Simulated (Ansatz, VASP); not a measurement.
One calculation of Ba, two programs

INCAR

```
PREC = Accurate ; ENCUT = 400
EDIFF = 1E-6 ; ISMEAR = 0
SIGMA = 0.1 ; LREAL = F
LASPH = T ; NELM = 120
ALGO = Normal ; ISIF = 2
LWAVE = F ; LCHARG = F
GGA = PE ; NBANDS = 11
GGA_COMPAT = F
```

File KPOINTS:

```
Automatic mesh
0
Gamma
  6 6 6
```

The input POSCAR:

```
Ba
1.0
    0.0000000000      4.2524644300      4.2524644300
    4.2524644300      0.0000000000      4.2524644300
    4.2524644300      4.2524644300      0.0000000000
Ba
1
Direct
    0.2500000000      0.2500000000      0.2500000000
```

Input for Ansatz:

```yaml
crystal:
  lattice:
    - [0.0, 4.25246443, 4.25246443]
    - [4.25246443, 0.0, 4.25246443]
    - [4.25246443, 4.25246443, 0.0]
  atoms:
    - { symbol: Ba, position: [0.25, 0.25, 0.25] }
basis:
  ecutwfc: 420
  fft_grid_basis: typed
kpoints:
  mp_grid: { grid: [6, 6, 6] }
hamiltonian:
  xc: pbe
  pseudopotentials: { kind: paw }
scf:
  occupations: { method: gaussian, width: 0.1 }
output:
  forces: true
  stress: true
  eigenvalues: true
  bader: true
  write_density: true
  volumetric_format: npy
```

Alike in both runs: task single point; functional PBE; k mesh 6 × 6 × 6; occupations gaussian, width 0.1 eV; no spin polarisation.

|  | VASP | Ansatz |
| --- | --- | --- |
| version | VASP 6.6.1 | Ansatz 0.2.0 |
| potentials or method | VASP PAW PBE potentials, release 64 (Ba_sv), cutoff 400 eV | scalar-relativistic, plane waves, PAW |
| valence electrons in the cell | 10 | 10 |

```tsv
	VASP	Ansatz	Ansatz less VASP
gap on the k mesh at the Fermi level (eV)	0.13	0.13	-0.001
```

Spin-orbit coupling is off throughout.
